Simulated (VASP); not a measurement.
# AlSi24H10Cl3 in VASP: single point with PBE

Aim: the single point of AlSi24H10Cl3 with PBE.

Everything below comes from runs of VASP 6.6.1. Logs are shortened: lines on timing, memory, paths and dates and some standing lists are left out, and cuts for length are marked.

**1. The cell of the first run**

The cell holds a slab with vacuum, 38 atoms: a = 11.519 Å, b = 7.679 Å, c = 18.869 Å, α = 90.00°, β = 90.00°, γ = 60.00°.

**2. Single point, PBE**

INCAR

```
SYSTEM = AlSi24H10Cl3
PREC = Accurate ; ENCUT = 520
EDIFF = 1E-6 ; ISMEAR = -1
SIGMA = 0.05 ; LREAL = Auto
LASPH = .TRUE. ; NELM = 100
ALGO = Normal ; ISIF = 2
LWAVE = .FALSE. ; LCHARG = .FALSE.
GGA = PE ; NBANDS = 90
```

KPOINTS

```
Automatic mesh
0
G
  2 2 1
  0 0 0
```

POSCAR

```
AlSi24H10Cl3
1.0
   11.5187690000      0.0000000000      0.0000000000
    3.8395900000      6.6503650000      0.0000000000
    0.0000000000      0.0000000000     18.8687650000
H Si Al Cl
10 24 1 3
Direct
    0.1111111200      0.1666666600      0.0529976400
    0.4444444600      0.1666666600      0.0529976400
    0.7777778100      0.1666666600      0.0529976400
    0.1111111200      0.6666666300      0.0529976400
    0.4444444600      0.6666666300      0.0529976400
    0.7777778100      0.6666666300      0.0529976400
    0.6795427663     -0.0015834160      0.4145676922
    0.0007841902      0.4999956340      0.4170333965
    0.3363663814      0.4935502925      0.4189998399
    0.6687452401      0.5010468831      0.4186405287
    0.1111111200      0.1666666600      0.1324941000
    0.4444444600      0.1666666600      0.1324941000
    0.7777778100      0.1666666600      0.1324941000
    0.1111111200      0.6666666300      0.1324941000
    0.4444444600      0.6666666300      0.1324941000
    0.7777778100      0.6666666300      0.1324941000
   -0.1105636746      0.3328190267      0.1723847771
    0.2223440212      0.3328778740      0.1742949456
    0.5554767199      0.3333541801      0.1731629360
   -0.1106698681      0.8322771578      0.1700730882
    0.2207736839      0.8347198119      0.1757303789
    0.5554972878      0.8344687564      0.1750780359
   -0.1134929536      0.3390426343      0.2974019547
    0.2324504871      0.3116310650      0.2991440396
    0.5533014971      0.3416617917      0.2985240795
   -0.1071529998      0.8201041047      0.2939446691
    0.2337564959      0.8380263990      0.3028771114
    0.5396150866      0.8435855118      0.3013709758
    0.0010486614     -0.0039053496      0.3267045508
    0.3325811836      0.0041781977      0.3640270294
    0.6673020772     -0.0008520800      0.3290065151
    0.0091527579      0.4888304675      0.3376788246
    0.3301389492      0.4993683749      0.3393868685
    0.6651313723      0.5074783797      0.3391941085
    0.7745486087     -0.0012739627      0.4879304956
    0.8313857887     -0.2755924026      0.5380209547
    0.9613404119      0.0030611753      0.4507701458
    0.6466838058      0.2705481433      0.5387610216
```

Potentials or basis: VASP PAW PBE potentials, release 64 (H, Si, Al, Cl).

Command:

```console
$ cat potpaw_PBE.64/H/POTCAR potpaw_PBE.64/Si/POTCAR potpaw_PBE.64/Al/POTCAR potpaw_PBE.64/Cl/POTCAR > POTCAR
$ mpirun -np 1 vasp_std > vasp.out
```

OUTCAR:

```text
SYSTEM = AlSi24H10Cl3
   PREC = Accurate
   ENCUT = 520
   EDIFF = 1E-6
   ISMEAR = -1
   LREAL = Auto
   LASPH = .TRUE.
   NELM = 100
   ISIF = 2
   GGA = PE

 ion  position               nearest neighbor table
   1  0.111  0.167  0.053-  11 1.50
   2  0.444  0.167  0.053-  12 1.50
   3  0.778  0.167  0.053-  13 1.50
   4  0.111  0.667  0.053-  14 1.50
   5  0.444  0.667  0.053-  15 1.50
   6  0.778  0.667  0.053-  16 1.50
   7  0.680  0.998  0.415-  31 1.62  35 1.77
   8  0.001  0.500  0.417-  32 1.50
   9  0.336  0.494  0.419-  33 1.50
  10  0.669  0.501  0.419-  34 1.50
  11  0.111  0.167  0.132-   1 1.50  17 2.34  18 2.35  21 2.35
  12  0.444  0.167  0.132-   2 1.50  19 2.35  22 2.35  18 2.35
  13  0.778  0.167  0.132-   3 1.50  20 2.33  17 2.34  19 2.35
  14  0.111  0.667  0.132-   4 1.50  20 2.32  18 2.36  21 2.36
  15  0.444  0.667  0.132-   5 1.50  19 2.35  22 2.36  21 2.38
  16  0.778  0.667  0.132-   6 1.50  20 2.32  17 2.34  22 2.36
[... 11 lines left out ...]
  28  0.540  0.844  0.301-  34 2.35  31 2.37  30 2.38  22 2.39
  29  0.001  0.996  0.327-  26 2.33  23 2.35  27 2.37  37 2.38
  30  0.333  0.004  0.364-  28 2.38  24 2.38  27 2.39
  31  0.667  0.999  0.329-   7 1.62  26 2.35  25 2.35  28 2.37  35 3.24
  32  0.009  0.489  0.338-   8 1.50  24 2.34  23 2.35  26 2.35
  33  0.330  0.499  0.339-   9 1.50  24 2.35  25 2.36  27 2.36
  34  0.665  0.507  0.339-  10 1.50  23 2.34  25 2.35  28 2.35
  35  0.775  0.999  0.488-   7 1.77  38 2.09  36 2.09  37 2.28  31 3.24
  36  0.831  0.724  0.538-  35 2.09
  37  0.961  0.003  0.451-  35 2.28  29 2.38
  38  0.647  0.271  0.539-  35 2.09

  LATTYP: Found a simple monoclinic cell.
 ALAT       =     7.6791800344
 B/A-ratio  =     2.4571327818
 C/A-ratio  =     1.3228755546
 COS(beta)  =    -0.1889823052

  Lattice vectors:

 A1 = (   3.8395900000,   6.6503650000,   0.0000000000)
 A2 = (   0.0000000000,   0.0000000000,  18.8687650000)
 A3 = (   7.6791790000,  -6.6503650000,   0.0000000000)

Analysis of symmetry for initial positions (statically):
=====================================================================
 Subroutine PRICEL returns:
 Original cell was already a primitive cell.

 Routine SETGRP: Setting up the symmetry group for a
 simple monoclinic supercell.

 Subroutine GETGRP returns: Found  1 space group operations
 (whereof  1 operations were pure point group operations)
 out of a pool of  4 trial point group operations.

The static configuration has the point symmetry C_1 .

Analysis of symmetry for dynamics (positions and initial velocities):
=====================================================================
 Subroutine PRICEL returns:
 Original cell was already a primitive cell.

 Routine SETGRP: Setting up the symmetry group for a
 simple monoclinic supercell.

 Subroutine GETGRP returns: Found  1 space group operations
 (whereof  1 operations were pure point group operations)
 out of a pool of  4 trial point group operations.

The dynamic configuration has the point symmetry C_1 .

 Subroutine INISYM returns: Found  1 space group operations
 (whereof  1 operations are pure point group operations),
 and found     1 'primitive' translations

----------------------------------------------------------------------------------------

                                     Primitive cell

  volume of cell :    1445.4232

  direct lattice vectors                    reciprocal lattice vectors
    11.518769000  0.000000000  0.000000000     0.086814832 -0.050122567  0.000000000
     3.839590000  6.650365000  0.000000000     0.000000000  0.150367687  0.000000000
     0.000000000  0.000000000 18.868765000     0.000000000  0.000000000  0.052997639

  length of vectors
    11.518769000  7.679180034 18.868765000     0.100245134  0.150367687  0.052997639

  position of ions in fractional coordinates (direct lattice)
     0.111111120  0.166666660  0.052997640
     0.444444460  0.166666660  0.052997640
     0.777777810  0.166666660  0.052997640
     0.111111120  0.666666630  0.052997640
     0.444444460  0.666666630  0.052997640
     0.777777810  0.666666630  0.052997640
[... 30 lines left out ...]
     0.961340412  0.003061175  0.450770146
     0.646683806  0.270548143  0.538761022

  ion indices of the primitive-cell ions
   primitive index   ion index
                 1           1
                 2           2
                 3           3
                 4           4
                 5           5
                 6           6
[... 30 lines left out ...]
                37          37
                38          38

----------------------------------------------------------------------------------------

 KPOINTS: Automatic mesh

Automatic generation of k-mesh.
 Grid dimensions read from file:
 generate k-points for:    2    2    1

 Generating k-lattice:

  Cartesian coordinates                     Fractional coordinates (reciprocal lattice)
     0.043407416 -0.025061283  0.000000000     0.500000000  0.000000000  0.000000000
     0.000000000  0.075183843  0.000000000     0.000000000  0.500000000  0.000000000
     0.000000000  0.000000000  0.052997639     0.000000000  0.000000000  1.000000000

  Length of vectors
     0.050122567  0.075183843  0.052997639

  Shift w.r.t. Gamma in fractional coordinates (k-lattice)
     0.000000000  0.000000000  0.000000000

 Subroutine IBZKPT returns following result:
 ===========================================

 Found      4 irreducible k-points:

 Following reciprocal coordinates:
            Coordinates               Weight
  0.000000  0.000000  0.000000      1.000000
  0.500000 -0.000000  0.000000      1.000000
  0.000000  0.500000  0.000000      1.000000
  0.500000  0.500000  0.000000      1.000000
   k-points           NKPTS =      4   k-points in BZ     NKDIM =      4   number of bands    NBANDS=     90
   number of dos      NEDOS =    301   number of ions     NIONS =     38
   total plane-waves  NPLWV = 756000
   dimension x,y,z NGX =    90 NGY =   60 NGZ =  140
   dimension x,y,z NGXF=   180 NGYF=  120 NGZF=  280
   ions per type =              10  24   1   3
   NGX,Y,Z   is equivalent  to a cutoff of  12.99, 12.99, 12.33 a.u.
   NGXF,Y,Z  is equivalent  to a cutoff of  25.98, 25.98, 24.67 a.u.
 SYSTEM =  AlSi24H10Cl3
   PREC   = accura    normal or accurate (medium, high low for compatibility)
   ISTART =      0    job   : 0-new  1-cont  2-samecut
   ICHARG =      2    charge: 1-file 2-atom 10-const
   ISPIN  =      1    spin polarized calculation?
   LNONCOLLINEAR =      F non collinear calculations
   LSORBIT =      F    spin-orbit coupling
   LASPH  =      T    aspherical Exc in radial PAW
   ENCUT  =  520.0 eV  38.22 Ry    6.18 a.u.  21.42 14.28 35.08*2*pi/ulx,y,z
   NELM   =    100;   NELMIN=  2; NELMDL= -5     # of ELM steps
   EDIFF  = 0.1E-05   stopping-criterion for ELM
   LREAL  =      T    real-space projection
   EDIFFG = 0.1E-04   stopping-criterion for IOM
   NSW    =      0    number of steps for IOM
[... 5 lines left out ...]
   TEBEG  =    0.0;   TEEND  =   0.0 temperature during run
   PSTRESS=    0.0 pullay stress
   NELECT =     130.0000    total number of electrons
   NUPDOWN=      -1.0000    fix difference up-down
   EMIN   =  10.00;   EMAX   =-10.00  energy-range for DOS
   EFERMI =   0.00;   METHOD = LEGACY
   ISMEAR =    -1;   SIGMA  =   0.05  broadening in eV -4-tet -1-fermi 0-gaus
   EFERMI_NEDOS =   21; number of points for ismear=-14 and -15
   IALGO  =     38    algorithm
   IMIX   =      4    mixing-type and parameters
     AMIX     =   0.40;   BMIX     =  1.00
     AMIX_MAG =   1.60;   BMIX_MAG =  1.00
  volume/ion in A,a.u.               =      38.04       256.69
  Fermi-wavevector in a.u.,A,eV,Ry     =   0.733484  1.386085  7.319928  0.538000
  Thomas-Fermi vector in A             =   1.826204
   LORBIT       =      0    0 simple, 1 ext, 2 COOP (PROOUT), +10 PAW based schemes
   GGA     = PE    functional components
   LHFCALC =     F    Hartree Fock is set to
   AEXX    =    0.0000 exact exchange contribution
   IVDW    =     0    specifies the selected vdW correction
   LEPSILON=     F    determine dielectric tensor
   LRPA    =     F    only Hartree local field effects (RPA)
 non-spin polarized calculation
  energy-cutoff  :      520.00
  volume of cell :     1445.42
 maximum number of plane-waves:     38958
 NGX is ok and might be reduce to    90
   NGX = 43   NGY = 29   NGZ = 71

 number of electron     130.0000004 magnetization

 Free energy of the ion-electron system (eV)
  ---------------------------------------------------
  ext. energy  EPLUGINS =         0.00000000
  ---------------------------------------------------
  free energy    TOTEN  =      -175.35525532 eV

  energy without entropy =     -175.35522701  energy(sigma->0) =     -175.35524117

 E-fermi :  -0.2935     XC(G=0):  -4.7441

 val. band max:       -0.8377251838   @ k =   0.0000   0.0000   0.0000
 cond. band min:       0.2351466093   @ k =   0.0000   0.0000   0.0000
 fundamental gap:      1.0728717931
 Fermi energy:        -0.2935101889

 k-point     1 :       0.0000    0.0000    0.0000
  band No.  band energies     occupation
      1     -17.8220      2.00000
      2     -16.5442      2.00000
      3     -16.3032      2.00000
      4     -12.1913      2.00000
      5     -11.1233      2.00000
      6     -11.0243      2.00000
[... 69 lines left out ...]
     76       1.7051      0.00000
     77       1.8926      0.00000

 k-point     2 :       0.5000   -0.0000    0.0000
  band No.  band energies     occupation
      1     -17.8220      2.00000
      2     -16.5442      2.00000
      3     -16.3032      2.00000
      4     -11.9850      2.00000
      5     -11.7338      2.00000
      6     -10.8952      2.00000
[... 69 lines left out ...]
     76       1.8576      0.00000
     77       1.9252      0.00000

 k-point     3 :       0.0000    0.5000    0.0000
  band No.  band energies     occupation
      1     -17.8217      2.00000
      2     -16.5415      2.00000
      3     -16.3067      2.00000
      4     -11.5930      2.00000
      5     -11.4511      2.00000
      6     -11.1965      2.00000
[... 69 lines left out ...]
     76       2.0855      0.00000
     77       2.1619      0.00000

 k-point     4 :       0.5000    0.5000    0.0000
  band No.  band energies     occupation
      1     -17.8217      2.00000
      2     -16.5415      2.00000
      3     -16.3067      2.00000
      4     -11.7209      2.00000
      5     -11.5689      2.00000
      6     -10.7723      2.00000
[... 69 lines left out ...]
     76       2.3378      0.00000
     77       2.4139      0.00000
 [bands above 77 left out]

------------------------ aborting loop because EDIFF is reached ----------------------------------------

  FORCE on cell =-STRESS in cart. coord.  units (eV):
  Direction    XX          YY          ZZ          XY          YZ          ZX
  --------------------------------------------------------------------------------------
  -------------------------------------------------------------------------------------
  Total        3.2599447      6.2922871      0.1321642      1.7331431      0.0222472      0.0347871
  in kB        3.6134812      6.9746768      0.1464972      1.9211001      0.0246599      0.0385597
  external PRESSURE =       3.5782184 kB  Pullay stress =       0.0000000 kB

 VOLUME and BASIS-vectors are now :
 -----------------------------------------------------------------------------
  energy-cutoff  :      520.00
  volume of cell :     1445.42
      direct lattice vectors                 reciprocal lattice vectors
    11.518769000  0.000000000  0.000000000     0.086814832 -0.050122567  0.000000000
     3.839590000  6.650365000  0.000000000     0.000000000  0.150367687  0.000000000
     0.000000000  0.000000000 18.868765000     0.000000000  0.000000000  0.052997639

 POSITION                                       TOTAL-FORCE (eV/Angst)
 -----------------------------------------------------------------------------------
      1.91979      1.10839      1.00000        -0.025845     -0.023941     -0.050596
      5.75938      1.10839      1.00000         0.045748     -0.010279     -0.056144
      9.59897      1.10839      1.00000        -0.002521      0.010807     -0.052427
      3.83959      4.43358      1.00000         0.039315      0.011300     -0.077532
      7.67918      4.43358      1.00000        -0.011717      0.021614     -0.043260
     11.51877      4.43358      1.00000        -0.036722     -0.019440     -0.071186
[... 30 lines left out ...]
     11.08521      0.02036      8.50548        -0.007074     -0.004479     -0.004559
      8.48780      1.79924     10.16576         0.006166     -0.010614     -0.001072
 -----------------------------------------------------------------------------------
    total drift:                                0.000378     -0.004096     -0.001075

  FREE ENERGIE OF THE ION-ELECTRON SYSTEM (eV)
  ---------------------------------------------------
  free  energy   TOTEN  =      -175.3552553164 eV

  energy  without entropy=     -175.3552270141  energy(sigma->0) =     -175.35524117
```

Run time: 38 min. Hardware: 1 thread of Intel Xeon 8259CL, shared host; peak memory 1.5 GiB.

Results:

- Free energy: -175.3553 eV
- Largest force: 0.312 eV/Å
- Band gap on the k mesh: 1.07 eV

Forces in eV/Å, atoms in the order of the input:
```
H   -0.026 -0.024 -0.051
H    0.046 -0.010 -0.056
H   -0.003  0.011 -0.052
H    0.039  0.011 -0.078
H   -0.012  0.022 -0.043
H   -0.037 -0.019 -0.071
H    0.004  0.003 -0.023
H    0.001  0.000 -0.007
H    0.000  0.001 -0.005
H    0.000  0.000 -0.007
Si   0.184 -0.086  0.065
Si  -0.113 -0.020  0.046
Si  -0.042  0.111 -0.017
Si   0.242 -0.172  0.057
Si  -0.028  0.163  0.265
Si  -0.251  0.017 -0.040
Si  -0.003 -0.001 -0.002
Si   0.000  0.000  0.003
Si  -0.003  0.003 -0.003
Si   0.002 -0.001  0.008
Si   0.002  0.001  0.002
Si  -0.003 -0.004 -0.001
Si   0.000 -0.001 -0.001
Si   0.001  0.003  0.007
Si   0.003 -0.001  0.000
Si  -0.001  0.005 -0.009
Si   0.000 -0.006 -0.007
Si   0.003  0.000  0.009
Si  -0.005  0.002  0.005
Si  -0.002 -0.001 -0.008
Si  -0.006 -0.004  0.017
Si  -0.003  0.001  0.000
Si   0.002 -0.002  0.001
Si   0.000  0.002 -0.002
Al   0.004 -0.011  0.015
Cl   0.005  0.024 -0.010
Cl  -0.007 -0.004 -0.005
Cl   0.006 -0.011 -0.001
```

Caveat: there is no dipole correction, which matters where the two faces differ.
